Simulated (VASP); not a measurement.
Set up this calculation in VASP 6.6.1, as the native input.

```
Task                   : single point
Functional             : RPBE
Potentials or basis    : VASP PAW PBE potentials, release 64 (Ta_pv)
Cutoff                 : 520 eV
k mesh                 : 11 × 11 × 5
Occupations            : fermi-dirac, width 0.05 eV
Spin                   : no spin polarisation
Dipole correction      : no
Further INCAR settings : ALGO = Normal; EDIFF = 1e-06; NBANDS = 18
```

The structure of Ta lies in POSCAR:

```
Ta
1.0
    2.9097055771      0.0000000000      0.0000000000
   -1.4548527885      2.5198789473      0.0000000000
    0.0000000000      0.0000000000      5.1965520676
Ta
2
Direct
    0.3333333333      0.6666666667      0.2500000000
    0.6666666667      0.3333333333      0.7500000000
```

One way to write it, as run:

INCAR

```
SYSTEM = Ta
PREC = Accurate
ENCUT = 520
EDIFF = 1E-6
ISMEAR = -1
SIGMA = 0.05
LREAL = .False.
LASPH = .True.
NELM = 60
ALGO = Normal
ISIF = 2
LWAVE = .False.
LCHARG = .True.
GGA = RP
LELF = .True.
LVHAR = .True.
NBANDS = 18
```

KPOINTS

```
Automatic mesh
0
Gamma
  11 11 5
  0 0 0
```

Potentials or basis: VASP PAW PBE potentials, release 64 (Ta_pv).

Command:

```sh
$ cat potpaw_PBE.64/Ta_pv/POTCAR > POTCAR
$ mpirun -np 1 vasp_std > vasp.out
```

It gave:

| Property | Result |
| --- | --- |
| Pressure | 0.0 GPa |
| Band gap on the k mesh | zero (band 11 reaches 6.43 eV, above the bottom of band 12 at 5.01 eV) |

Caveat: the PAW data sets were made with another functional, which shifts forces and pressure a little; spin-orbit coupling is left out, which moves the levels of the heavy elements.

Wall time 32 s on 1 thread of AMD EPYC 7R13 Processor (Zen 3) (shared host), peak memory 0.14 GiB.
